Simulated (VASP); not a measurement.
# NiO (Fm-3m) in VASP: a series of runs

The runs below take NiO through single point, with PBEsol+U.

Everything below comes from runs of VASP 6.6.1. Logs are shortened: lines on timing, memory, paths and dates and some standing lists are left out, and cuts for length are marked.

## 1. The cell of the first run

Symmetry: Fm-3m, No. 225, cubic system. The conventional cell has a = 4.177 Å, b = 4.177 Å, c = 4.177 Å, α = 90.00°, β = 90.00°, γ = 90.00°. O (site symmetry m-3m) has 6 Ni at 2.09 Å within 2.8 Å. Ni (site symmetry m-3m) has 6 O at 2.09 Å within 2.8 Å.

## 2. Single point, PBEsol+U, collinear spin, ferromagnetic start

The input, INCAR:

```
SYSTEM = NiO
PREC = Accurate
ENCUT = 520
EDIFF = 1E-6
ISMEAR = 0
SIGMA = 0.02
LREAL = .FALSE.
LASPH = .TRUE.
NELM = 150
ALGO = Normal
ISIF = 2
LWAVE = .FALSE.
LCHARG = .TRUE.
ISPIN = 2
MAGMOM = 0 2
LORBIT = 11
LMAXMIX = 4
LDAU = .TRUE.
LDAUTYPE = 2
LDAUL = -1 2
LDAUU = 0 6.2
LDAUJ = 0 0
LDAUPRINT = 1
GGA = PS
LELF = .TRUE.
LVHAR = .TRUE.
NBANDS = 19
```

The input, KPOINTS:

```
Automatic mesh
0
G
  9 9 9
  0 0 0
```

The input, POSCAR:

```
NiO
1.0
    0.0000000000      2.0885500000      2.0885500000
    2.0885500000      0.0000000000      2.0885500000
    2.0885500000      2.0885500000      0.0000000000
O Ni
1 1
Direct
    0.5000000000      0.5000000000      0.5000000000
    0.0000000000      0.0000000000      0.0000000000
```

Potentials or basis: VASP PAW PBE potentials, release 64 (O, Ni).

Launch:

```console
> cat potpaw_PBE.64/O/POTCAR potpaw_PBE.64/Ni/POTCAR > POTCAR
> mpirun -np 1 vasp_std > vasp.out
```

OUTCAR:

```text
SYSTEM = NiO
   PREC = Accurate
   ENCUT = 520
   EDIFF = 1E-6
   ISMEAR = 0
   LREAL = .FALSE.
   LASPH = .TRUE.
   NELM = 150
   ISIF = 2
   ISPIN = 2
   LORBIT = 11
   GGA = PS

 ion  position               nearest neighbor table
   1  0.500  0.500  0.500-   2 2.09   2 2.09   2 2.09   2 2.09   2 2.09   2 2.09
   2  0.000  0.000  0.000-   1 2.09   1 2.09   1 2.09   1 2.09   1 2.09   1 2.09

  LATTYP: Found a face centered cubic cell.
 ALAT       =     4.1771000000

  Lattice vectors:

 A1 = (   0.0000000000,   2.0885500000,   2.0885500000)
 A2 = (   2.0885500000,   0.0000000000,   2.0885500000)
 A3 = (   2.0885500000,   2.0885500000,   0.0000000000)

Analysis of symmetry for initial positions (statically):
=====================================================================
 Subroutine PRICEL returns:
 Original cell was already a primitive cell.

 Routine SETGRP: Setting up the symmetry group for a
 face centered cubic supercell.

 Subroutine GETGRP returns: Found 48 space group operations
 (whereof 48 operations were pure point group operations)
 out of a pool of 48 trial point group operations.

The static configuration has the point symmetry O_h .

Analysis of symmetry for dynamics (positions and initial velocities):
=====================================================================
 Subroutine PRICEL returns:
 Original cell was already a primitive cell.

 Routine SETGRP: Setting up the symmetry group for a
 face centered cubic supercell.

 Subroutine GETGRP returns: Found 48 space group operations
 (whereof 48 operations were pure point group operations)
 out of a pool of 48 trial point group operations.

The dynamic configuration has the point symmetry O_h .

Analysis of structural, dynamic, and magnetic symmetry:
=====================================================================
 Subroutine PRICEL returns:
 Original cell was already a primitive cell.

 Routine SETGRP: Setting up the symmetry group for a
 face centered cubic supercell.

 Subroutine GETGRP returns: Found 48 space group operations
 (whereof 48 operations were pure point group operations)
 out of a pool of 48 trial point group operations.

The overall configuration has the point symmetry O_h .

 Subroutine INISYM returns: Found 48 space group operations
 (whereof 48 operations are pure point group operations),
 and found     1 'primitive' translations

----------------------------------------------------------------------------------------

                                     Primitive cell

  volume of cell :      18.2207

  direct lattice vectors                    reciprocal lattice vectors
     0.000000000  2.088550000  2.088550000    -0.239400541  0.239400541  0.239400541
     2.088550000  0.000000000  2.088550000     0.239400541 -0.239400541  0.239400541
     2.088550000  2.088550000  0.000000000     0.239400541  0.239400541 -0.239400541

  length of vectors
     2.953655736  2.953655736  2.953655736     0.414653900  0.414653900  0.414653900

  position of ions in fractional coordinates (direct lattice)
     0.500000000  0.500000000  0.500000000
     0.000000000  0.000000000  0.000000000

  ion indices of the primitive-cell ions
   primitive index   ion index
                 1           1
                 2           2

----------------------------------------------------------------------------------------

 KPOINTS: Automatic mesh

Automatic generation of k-mesh.
 Grid dimensions read from file:
 generate k-points for:    9    9    9

 Generating k-lattice:

  Cartesian coordinates                     Fractional coordinates (reciprocal lattice)
    -0.026600060  0.026600060  0.026600060     0.111111111  0.000000000  0.000000000
     0.026600060 -0.026600060  0.026600060     0.000000000  0.111111111  0.000000000
     0.026600060  0.026600060 -0.026600060     0.000000000  0.000000000  0.111111111

  Length of vectors
     0.046072656  0.046072656  0.046072656

  Shift w.r.t. Gamma in fractional coordinates (k-lattice)
     0.000000000  0.000000000  0.000000000

 Subroutine IBZKPT returns following result:
 ===========================================

 Found     35 irreducible k-points:

 Following reciprocal coordinates:
            Coordinates               Weight
  0.000000  0.000000  0.000000      1.000000
  0.111111  0.000000  0.000000      8.000000
  0.222222  0.000000  0.000000      8.000000
  0.333333  0.000000  0.000000      8.000000
  0.444444  0.000000  0.000000      8.000000
  0.111111  0.111111  0.000000      6.000000
[... 16 lines left out ...]
 -0.333333  0.333333  0.000000     12.000000
  0.444444  0.444444  0.000000      6.000000
 [... further k-points ...]
   k-points           NKPTS =     35   k-points in BZ     NKDIM =     35   number of bands    NBANDS=     19
   number of dos      NEDOS =    301   number of ions     NIONS =      2
   total plane-waves  NPLWV =  13824
   dimension x,y,z NGX =    24 NGY =   24 NGZ =   24
   dimension x,y,z NGXF=    48 NGYF=   48 NGZF=   48
   ions per type =               1   1
   NGX,Y,Z   is equivalent  to a cutoff of  13.51, 13.51, 13.51 a.u.
   NGXF,Y,Z  is equivalent  to a cutoff of  27.02, 27.02, 27.02 a.u.
 SYSTEM =  NiO
   PREC   = accura    normal or accurate (medium, high low for compatibility)
   ISTART =      0    job   : 0-new  1-cont  2-samecut
   ICHARG =      2    charge: 1-file 2-atom 10-const
   ISPIN  =      2    spin polarized calculation?
   LNONCOLLINEAR =      F non collinear calculations
   LSORBIT =      F    spin-orbit coupling
   LASPH  =      T    aspherical Exc in radial PAW
   ENCUT  =  520.0 eV  38.22 Ry    6.18 a.u.   5.49  5.49  5.49*2*pi/ulx,y,z
   NELM   =    150;   NELMIN=  2; NELMDL= -5     # of ELM steps
   EDIFF  = 0.1E-05   stopping-criterion for ELM
   LREAL  =      F    real-space projection
   EDIFFG = 0.1E-04   stopping-criterion for IOM
   NSW    =      0    number of steps for IOM
   IBRION =     -1    ionic relax: 0-MD 1-quasi-New 2-CG
   NFREE  =      0    steps in history (QN), initial steepest desc. (CG)
   ISIF   =      2    stress and relaxation
   ISYM   =      2    0-nonsym 1-usesym 2-fastsym
   POTIM  = 0.5000    time-step for ionic-motion
   TEBEG  =    0.0;   TEEND  =   0.0 temperature during run
   PSTRESS=    0.0 pullay stress
   NELECT =      16.0000    total number of electrons
   NUPDOWN=      -1.0000    fix difference up-down
   EMIN   =  10.00;   EMAX   =-10.00  energy-range for DOS
   EFERMI =   0.00;   METHOD = LEGACY
   ISMEAR =     0;   SIGMA  =   0.02  broadening in eV -4-tet -1-fermi 0-gaus
   EFERMI_NEDOS =   21; number of points for ismear=-14 and -15
   IALGO  =     38    algorithm
   IMIX   =      4    mixing-type and parameters
     AMIX     =   0.40;   BMIX     =  1.00
     AMIX_MAG =   1.60;   BMIX_MAG =  1.00
  volume/ion in A,a.u.               =       9.11        61.48
  Fermi-wavevector in a.u.,A,eV,Ry     =   1.567689  2.962503 33.438348  2.457649
  Thomas-Fermi vector in A             =   2.669832
   LORBIT       =     11    0 simple, 1 ext, 2 COOP (PROOUT), +10 PAW based schemes
 LDA+U is selected, type is set to LDAUTYPE =  2
   angular momentum for each species LDAUL =    -1    2
   U (eV)           for each species LDAUU =   0.0  6.2
   J (eV)           for each species LDAUJ =   0.0  0.0
   GGA     = PS    functional components
   LHFCALC =     F    Hartree Fock is set to
   AEXX    =    0.0000 exact exchange contribution
   IVDW    =     0    specifies the selected vdW correction
   LEPSILON=     F    determine dielectric tensor
   LRPA    =     F    only Hartree local field effects (RPA)
 spin polarized calculation
 Gauss-broadening in eV      SIGMA  =   0.02
  energy-cutoff  :      520.00
  volume of cell :       18.22
 maximum number of plane-waves:       531
 NGX is ok and might be reduce to    24
   NGX = 11   NGY = 11   NGZ = 11

atom =   2  type =  2  l = 2

 onsite density matrix

spin component  1

  0.9834 -0.0000  0.0000  0.0000 -0.0000
 -0.0000  0.9834 -0.0000  0.0000  0.0000
  0.0000 -0.0000  1.0387  0.0000 -0.0000
  0.0000  0.0000  0.0000  0.9834 -0.0000
 -0.0000  0.0000 -0.0000 -0.0000  1.0387

spin component  2

  0.9818 -0.0000 -0.0000  0.0000 -0.0000
 -0.0000  0.9818 -0.0000  0.0000  0.0000
 -0.0000 -0.0000  0.1458  0.0000 -0.0000
  0.0000  0.0000  0.0000  0.9818 -0.0000
 -0.0000  0.0000 -0.0000 -0.0000  0.1458

 occupancies and eigenvectors

  o =  0.1458  v =  0.0000  0.0000  0.0000  0.0000  0.0000  0.0000 -0.0000 -0.9998  0.0000 -0.0176      0.0000  0.0000  0.0000  0.0000  0.0000  0.0000  0.0000  0.0000  0.0000  0.0000
  o =  0.1458  v =  0.0000  0.0000  0.0000  0.0000  0.0000  0.0000 -0.0000 -0.0176 -0.0000  0.9998      0.0000  0.0000  0.0000  0.0000  0.0000  0.0000  0.0000  0.0000  0.0000  0.0000
  o =  0.9818  v =  0.0000  0.0000  0.0000  0.0000  0.0000  0.0000  0.9192 -0.0000 -0.3939  0.0000      0.0000  0.0000  0.0000  0.0000  0.0000  0.0000  0.0000  0.0000  0.0000  0.0000
  o =  0.9818  v =  0.0000  0.0000  0.0000  0.0000  0.0000  0.0000  0.3939  0.0000  0.9192  0.0000      0.0000  0.0000  0.0000  0.0000  0.0000  0.0000  0.0000  0.0000  0.0000  0.0000
  o =  0.9818  v =  0.0000  0.0000  0.0000  0.0000  0.0000  1.0000  0.0000  0.0000  0.0000  0.0000      0.0000  0.0000  0.0000  0.0000  0.0000  0.0000  0.0000  0.0000  0.0000  0.0000
  o =  0.9834  v =  1.0000  0.0000  0.0000  0.0000  0.0000  0.0000  0.0000  0.0000  0.0000  0.0000      0.0000  0.0000  0.0000  0.0000  0.0000  0.0000  0.0000  0.0000  0.0000  0.0000
  o =  0.9834  v =  0.0000  0.4281  0.0000  0.9037  0.0000  0.0000  0.0000  0.0000  0.0000  0.0000      0.0000  0.0000  0.0000  0.0000  0.0000  0.0000  0.0000  0.0000  0.0000  0.0000
  o =  0.9834  v =  0.0000  0.9037  0.0000 -0.4281  0.0000  0.0000  0.0000  0.0000  0.0000  0.0000      0.0000  0.0000  0.0000  0.0000  0.0000  0.0000  0.0000  0.0000  0.0000  0.0000
  o =  1.0387  v =  0.0000  0.0000 -0.9980  0.0000 -0.0637  0.0000  0.0000  0.0000  0.0000  0.0000      0.0000  0.0000  0.0000  0.0000  0.0000  0.0000  0.0000  0.0000  0.0000  0.0000
  o =  1.0387  v =  0.0000  0.0000  0.0637  0.0000 -0.9980  0.0000  0.0000  0.0000  0.0000  0.0000      0.0000  0.0000  0.0000  0.0000  0.0000  0.0000  0.0000  0.0000  0.0000  0.0000

 number of electron      16.0000003 magnetization       2.0000001

 Free energy of the ion-electron system (eV)
  ---------------------------------------------------
  ext. energy  EPLUGINS =         0.00000000
  ---------------------------------------------------
  free energy    TOTEN  =       -10.97755003 eV

  energy without entropy =      -10.97755003  energy(sigma->0) =      -10.97755003

 E-fermi :   6.7363     XC(G=0): -12.9080

 val. band max:        6.6120118302   @ k =   0.4444   0.0000   0.0000
 cond. band min:       8.9454464467   @ k =   0.0000   0.0000   0.0000
 fundamental gap:      2.3334346166
 Fermi energy:         6.7363059748

 spin component 1

 k-point     1 :       0.0000    0.0000    0.0000
  band No.  band energies     occupation
      1     -12.2096      1.00000
      2       0.5890      1.00000
      3       0.5890      1.00000
      4       1.6640      1.00000
      5       1.6640      1.00000
      6       1.6640      1.00000
[... 11 lines left out ...]
     18      29.9952      0.00000
     19      29.9952      0.00000
[... 485 lines left out ...]
 k-point    24 :       0.4444    0.4444    0.0000
  band No.  band energies     occupation
      1     -11.0129      1.00000
      2       0.4938      1.00000
      3       0.8684      1.00000
      4       1.0097      1.00000
      5       2.2061      1.00000
      6       2.4203      1.00000
[... 11 lines left out ...]
     18      39.5677      0.00000
     19      40.1535      0.00000

 [... further k-points ...]

 spin component 2

 k-point     1 :       0.0000    0.0000    0.0000
  band No.  band energies     occupation
      1     -11.8802      1.00000
      2       2.7515      1.00000
      3       2.7515      1.00000
      4       2.7520      1.00000
      5       5.5576      1.00000
      6       5.5576      1.00000
[... 11 lines left out ...]
     18      35.7869      0.00000
     19      35.7870      0.00000
[... 485 lines left out ...]
 k-point    24 :       0.4444    0.4444    0.0000
  band No.  band energies     occupation
      1     -10.2131      1.00000
      2       1.3231      1.00000
      3       1.9948      1.00000
      4       3.5001      1.00000
      5       3.5005      1.00000
      6       4.3672      1.00000
[... 11 lines left out ...]
     18      39.7344      0.00000
     19      43.5820      0.00000

 [... further k-points ...]
[... 5 lines left out ...]
  --------------------------------------------------------------------------------------
  -------------------------------------------------------------------------------------
  Total       -0.8618518     -0.8618518     -0.8618518     -0.0000000     -0.0000000      0.0000000
  in kB      -75.7841771    -75.7841771    -75.7841771     -0.0000000     -0.0000000      0.0000000
  external PRESSURE =     -75.7841771 kB  Pullay stress =       0.0000000 kB

 VOLUME and BASIS-vectors are now :
 -----------------------------------------------------------------------------
  energy-cutoff  :      520.00
  volume of cell :       18.22
      direct lattice vectors                 reciprocal lattice vectors
     0.000000000  2.088550000  2.088550000    -0.239400541  0.239400541  0.239400541
     2.088550000  0.000000000  2.088550000     0.239400541 -0.239400541  0.239400541
     2.088550000  2.088550000  0.000000000     0.239400541  0.239400541 -0.239400541

 POSITION                                       TOTAL-FORCE (eV/Angst)
 -----------------------------------------------------------------------------------
      2.08855      2.08855      2.08855         0.000000      0.000000      0.000000
      0.00000      0.00000      0.00000        -0.000000     -0.000000      0.000000
 -----------------------------------------------------------------------------------
    total drift:                                0.000000     -0.000000     -0.000000

  FREE ENERGIE OF THE ION-ELECTRON SYSTEM (eV)
  ---------------------------------------------------
  free  energy   TOTEN  =       -10.9775500311 eV

  energy  without entropy=      -10.9775500311  energy(sigma->0) =      -10.97755003

 total charge

# of ion       s       p       d       tot
------------------------------------------
    1        1.541   3.458   0.000   4.999
    2        0.348   0.431   8.236   9.016
--------------------------------------------------
tot          1.890   3.889   8.236  14.015

 magnetization (x)

# of ion       s       p       d       tot
------------------------------------------
    1        0.018   0.163   0.000   0.181
    2        0.011   0.013   1.788   1.812
--------------------------------------------------
tot          0.029   0.176   1.788   1.993
```

It took 44 s on 1 thread of AMD EPYC 7R13, shared host; peak memory 0.13 GiB.

What came out:

```
Free energy                                           : -10.9776 eV
Pressure                                              : -7.6 GPa
Band gap on the k mesh                                : 2.33 eV, indirect (least direct gap 3.01 eV)
Net moment                                            : 2.00 μB per cell
Site moments                                          : O +0.18; Ni +1.81 μB
Valence electrons inside the program's atomic spheres : O 5.00; Ni 9.02
```

Eigenvalues of the final occupation matrices:
```tsv
site	spin	trace	eigenvalues
site 2 d	1	5.03	0.98 0.98 0.98 1.04 1.04
site 2 d	2	3.24	0.15 0.15 0.98 0.98 0.98
```

Caveat: the PAW data sets were made with another functional, which shifts forces and pressure a little; a cell with one magnetic atom can't hold antiferromagnetic order, which such compounds often take.

## 3. Single point, PBEsol+U, collinear spin, ferromagnetic start

The input, INCAR:

```
PREC = Accurate ; ENCUT = 520
EDIFF = 1E-6 ; ISMEAR = 0
SIGMA = 0.02 ; LREAL = F
LASPH = T ; NELM = 150
ALGO = Normal ; ISIF = 2
LWAVE = F ; LCHARG = F
ISPIN = 2 ; MAGMOM = 0 2
LORBIT = 11 ; LMAXMIX = 4
LDAU = T ; LDAUTYPE = 2
LDAUL = -1 2 ; LDAUU = 0 6.2
LDAUJ = 0 0 ; LDAUPRINT = 1
GGA = PS ; NBANDS = 19
```

The input, KPOINTS:

```
Automatic mesh
0
Gamma
  9 9 9
```

POSCAR is that of step 2.

Potentials or basis: VASP PAW PBE potentials, release 64 (O, Ni).

Launch:

```console
> cat potpaw_PBE.64/O/POTCAR potpaw_PBE.64/Ni/POTCAR > POTCAR
> mpirun -np 1 vasp_std > vasp.out
```

Run time: 59 s. Hardware: 1 thread of AMD EPYC 7R13, shared host; peak memory 0.13 GiB.

It converged, with:

- Free energy: -10.9776 eV
- Pressure: -7.6 GPa
- Band gap on the k mesh: 2.33 eV, indirect (least direct gap 3.01 eV)
- Net moment: 2.00 μB per cell
- Site moments: O +0.18; Ni +1.81 μB
- Valence electrons inside the program's atomic spheres: O 5.00; Ni 9.02

Levels at points of the mesh, in eV from the valence-band top:
Spin up:
| k point | band 7 | band 8 | band 9 | band 10 | band 11 | band 12 |
| --- | --- | --- | --- | --- | --- | --- |
| (0.00, 0.00, 0.00) | -1.43 | -1.43 | -1.43 | 2.68 | 17.77 | 17.77 |
Spin down:
| k point | band 5 | band 6 | band 7 | band 8 | band 9 | band 10 |
| --- | --- | --- | --- | --- | --- | --- |
| (0.00, 0.00, 0.00) | -1.05 | -1.05 | -1.05 | 2.33 | 2.33 | 3.04 |

Eigenvalues of the final occupation matrices:
| site | spin | trace | eigenvalues |
| --- | --- | --- | --- |
| site 2 d | 1 | 5.03 | 0.98 0.98 0.98 1.04 1.04 |
| site 2 d | 2 | 3.24 | 0.15 0.15 0.98 0.98 0.98 |

Caveat: the PAW data sets were made with another functional, which shifts forces and pressure a little; a cell with one magnetic atom can't hold antiferromagnetic order, which such compounds often take. A k mesh can miss the band edges.
